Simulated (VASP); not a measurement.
Write the native input for VASP 6.6.1 that does the following.

- Task: single point
- Functional: PBEsol
- Potentials or basis: VASP PAW PBE potentials, release 64 (Hf_pv, Os)
- Cutoff: 520 eV
- k mesh: 8 × 8 × 8
- Occupations: gaussian, width 0.05 eV
- Spin: no spin polarisation
- Dipole correction: no
- Further INCAR settings: ALGO = Normal; EDIFF = 1e-07; NBANDS = 25

The structure of HfOs3 lies in POSCAR:

```
HfOs3
1.0
    3.9598743775      0.0000000000      0.0000000000
    0.0000000000      3.9598743775      0.0000000000
    0.0000000000      0.0000000000      3.9598743775
Hf Os
1 3
Direct
    0.0000000000      0.0000000000      0.0000000000
    0.0000000000      0.5000000000      0.5000000000
    0.5000000000      0.5000000000      0.0000000000
    0.5000000000      0.0000000000      0.5000000000
```

This cell differs from its parent crystal: volume scaled by 1.020.

One way to write it, as run:

INCAR

```
PREC = Accurate ; ENCUT = 520
EDIFF = 1E-7 ; ISMEAR = 0
SIGMA = 0.05 ; LREAL = F
LASPH = T ; NELM = 60
ALGO = Normal ; ISIF = 2
LWAVE = F ; LCHARG = F
GGA = PS ; NBANDS = 25
```

KPOINTS

```
regular mesh
0
Gamma
  8 8 8
```

Potentials or basis: VASP PAW PBE potentials, release 64 (Hf_pv, Os).

The run is started by

```sh
$ cat potpaw_PBE.64/Hf_pv/POTCAR potpaw_PBE.64/Os/POTCAR > POTCAR
$ mpirun -np 1 vasp_std > vasp.out
```

It gave:

```json
{
  "Pressure": "-6.4 GPa",
  "Band gap on the k mesh": "zero (band 17 reaches 10.40 eV, above the bottom of band 18 at 6.33 eV)"
}
```

Caveat: the PAW data sets were made with another functional, which shifts forces and pressure a little; spin-orbit coupling is left out, which moves the levels of the heavy elements.

It took 95 s on 1 thread of Intel Xeon 8259CL, with other jobs on the host, peak memory 0.2 GiB.
